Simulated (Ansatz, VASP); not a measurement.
InAs in VASP and in Ansatz

File POSCAR:

```
InAs
1.0
    0.0000000000      3.0240000000      3.0240000000
    3.0240000000      0.0000000000      3.0240000000
    3.0240000000      3.0240000000      0.0000000000
In As
1 1
Direct
    0.0000000000      0.0000000000      0.0000000000
    0.7500000000      0.7500000000      0.7500000000
```

The input INCAR.step1:

```
SYSTEM = InAs
PREC = Accurate
ENCUT = 520
ISMEAR = -1
SIGMA = 0.08
LREAL = .False.
LASPH = .True.
NELM = 60
NBANDS = 16
GGA = PE
ALGO = Normal
EDIFF = 1E-4
LWAVE = .True.
LCHARG = .False.
```

File INCAR.step2:

```
SYSTEM = InAs
PREC = Accurate
ENCUT = 520
EDIFF = 1E-8
ISMEAR = -1
SIGMA = 0.08
LREAL = .False.
LASPH = .True.
NELM = 60
ALGO = Normal
ISIF = 2
LWAVE = .False.
LCHARG = .False.
METAGGA = R2SCAN
LMIXTAU = .True.
LEFG = .True.
NBANDS = 16
ISTART = 1
```

KPOINTS

```
regular mesh
0
Gamma
  10 10 10
  0 0 0
```

Input for Ansatz:

```yaml
crystal:
  lattice:
    - [0.0, 3.024, 3.024]
    - [3.024, 0.0, 3.024]
    - [3.024, 3.024, 0.0]
  atoms:
    - { symbol: In, position: [0.0, 0.0, 0.0] }
    - { symbol: As, position: [0.75, 0.75, 0.75] }
kpoints:
  mp_grid: { grid: [10, 10, 10] }
  band_path:
    path:
      - [0.0, 0.0, 0.0]
      - [-0.5, -0.5, 0.0]
      - [-0.375, -0.375, 0.25]
      - [-0.375, 0.0, 0.375]
      - [0.0, 0.0, 0.0]
      - [0.0, 0.0, 0.5]
      - [-0.5, -0.25, 0.25]
      - [-0.5, -0.5, 0.0]
    npoints: 5
scf:
  occupations: { method: fermi_dirac, width: 0.08 }
hamiltonian:
  xc: r2scan
  pseudopotentials: { kind: paw }
output:
  forces: true
  stress: true
  eigenvalues: true
  efg: { contact_densities: true }
```

Alike in both runs: task electric field gradients; functional r2SCAN; k mesh 10 × 10 × 10; occupations fermi-dirac, width 0.08 eV; no spin polarisation.

|  | VASP | Ansatz |
| --- | --- | --- |
| version | VASP 6.6.1 | Ansatz 0.2.0 |
| potentials or method | VASP PAW PBE potentials, release 64 (In_d, As) | PAW with Ansatz's default frozen-core files, scalar-relativistic |
| plane-wave cutoff (eV) | 520 | 500 |
| valence electrons in the cell | 18 | 28 |

|  | VASP | Ansatz | Ansatz less VASP |
| --- | --- | --- | --- |
| pressure (GPa) | 1.9 | 1.9 | 0.00 |

VASP's potentials were made for PBE, not for r2SCAN. VASP's potentials hold 18 valence electrons a cell and Ansatz's 28, so a difference there can come from the potentials and not from the codes.
